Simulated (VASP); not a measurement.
**CdTe: single point with PBEsol**

The system is CdTe.

```
CELL_PARAMETERS angstrom
3.07322 3.07322 0.00000
-3.07322 3.07322 0.00000
0.00000 3.07322 3.07322
ATOMIC_POSITIONS crystal
Cd 0.00000 0.00000 0.00000
Te 0.75000 0.25000 0.50000
```

* Program: VASP 6.6.1
* Task: single point
* Functional: PBEsol
* Potentials or basis: VASP PAW PBE potentials, release 64 (Cd, Te)
* Cutoff: 520 eV
* k mesh: 6 × 6 × 6
* Occupations: gaussian, width 0.01 eV
* Spin: non-collinear spin, zero start, spin-orbit coupling
* Starting moments: [[0.0, 0.0, 0.0], [0.0, 0.0, 0.0]] μB
* Dipole correction: no
* Further INCAR settings: ALGO = Normal; EDIFF = 1e-06; NBANDS = 30

- Pressure: 10.3 GPa
- Net moment: 0.00 μB per cell
- Valence electrons inside the program's atomic spheres: Cd 10.46; Te 3.52

Moments on the atoms (μB; x, y, z):
```
Cd  0.00 0.00 0.00
Te  0.00 0.00 0.00
```

Wall time 36 s on 1 thread of Intel(R) Xeon(R) 6975P-C (Granite Rapids), on a shared host, peak memory 0.33 GiB.

Caveat: the PAW data sets were made with another functional, which shifts forces and pressure a little.
